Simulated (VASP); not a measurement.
Set up this calculation in VASP 6.6.1, as the native input.

| Property | Result |
| --- | --- |
| Task | single point |
| Functional | r2SCAN |
| Potentials or basis | VASP PAW PBE potentials, release 64 (Al) |
| Cutoff | 520 eV |
| k mesh | 9 × 9 × 13 |
| Occupations | fermi-dirac, width 0.1 eV |
| Spin | no spin polarisation |
| Dipole correction | no |
| Further INCAR settings | ALGO = Normal; EDIFF = 1e-07; NBANDS = 12 |

The system is Al.

```
Al
1.0
     4.32853    0.00000    0.00000
    -2.16427    3.74862    0.00000
     0.00000    0.00000    2.68448
Al
3
Direct
  0.00000 0.00000 0.00000
  0.33333 0.66667 0.50000
  0.66667 0.33333 0.50000
```

This isn't the form of Al at room conditions, which is fcc.

The input as run:

POSCAR

```
Al
1.0
    4.3285343154      0.0000000000      0.0000000000
   -2.1642671577      3.7486206783      0.0000000000
    0.0000000000      0.0000000000      2.6844803963
Al
3
Direct
    1.0000000000      1.0000000000      0.0000000000
    0.3333333333      0.6666666667      0.5000000000
    0.6666666667      0.3333333333      0.5000000000
```

INCAR.step1

```
PREC = Accurate ; ENCUT = 520
ISMEAR = -1 ; SIGMA = 0.1
LREAL = False ; LASPH = True
NELM = 60 ; NBANDS = 12
GGA = PE ; ALGO = Normal
EDIFF = 1E-4 ; LWAVE = True
LCHARG = False
```

INCAR.step2

```
PREC = Accurate ; ENCUT = 520
EDIFF = 1E-7 ; ISMEAR = -1
SIGMA = 0.1 ; LREAL = False
LASPH = True ; NELM = 60
ALGO = Normal ; ISIF = 2
LWAVE = False ; LCHARG = True
METAGGA = R2SCAN ; LMIXTAU = True
LELF = True ; LVHAR = True
NBANDS = 12 ; ISTART = 1
```

KPOINTS

```
regular mesh
0
Gamma
  9 9 13
```

Potentials or basis: VASP PAW PBE potentials, release 64 (Al).

Run with:

```bash
$ cat potpaw_PBE.64/Al/POTCAR > POTCAR
$ cp INCAR.step1 INCAR
$ mpirun -np 1 vasp_std > vasp.out
$ cp INCAR.step2 INCAR
$ mpirun -np 1 vasp_std > vasp.out
```

It gave:

* Pressure: 13.2 GPa
* Band gap on the k mesh: zero (an odd number of electrons rules out a gap without spin polarisation)

Caveat: the cell stands under pressure; the PAW data sets were made with another functional, which shifts forces and pressure a little.

Run time: 2.5 min on 1 thread of Intel Xeon 8259CL (shared host), peak memory 0.17 GiB.
